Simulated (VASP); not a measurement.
A run of VASP 6.6.1:

Contents of INCAR:

```
SYSTEM = F
PREC = Accurate
ENCUT = 520
EDIFF = 1E-6
ISMEAR = 0
SIGMA = 0.01
LREAL = .False.
LASPH = .True.
NELM = 60
ALGO = Normal
ISIF = 2
LWAVE = .False.
LCHARG = .True.
GGA = PS
LELF = .True.
LVHAR = .True.
NBANDS = 22
```

Contents of KPOINTS:

```
Automatic mesh
0
Gamma
  10 10 4
  0 0 0
```

File POSCAR:

```
F
1.0
    2.5563220000     -1.5840270000      0.0000000000
    2.5563220000      1.5840270000      0.0000000000
   -0.5621110000      0.0000000000      6.5977090000
F
4
Direct
    0.5958330000      0.9153360000      0.5979550000
    0.0846640000      0.4041670000      0.9020450000
    0.4041670000      0.0846640000      0.4020450000
    0.9153360000      0.5958330000      0.0979560000
```

Potentials or basis: VASP PAW PBE potentials, release 64 (F).

Run with:

```console
$ cat potpaw_PBE.64/F/POTCAR > POTCAR
$ mpirun -np 1 vasp_std > vasp.out
```

Hardware: 1 thread of AMD EPYC 7R13 Processor (Zen 3), on a shared host.

**Question.** How long does it take, and how much memory?

**Answer.** Wall time 2 min on 1 thread of AMD EPYC 7R13 Processor (Zen 3), on a shared host, peak memory 0.19 GiB. Counts: scf iterations 12, k points 117.
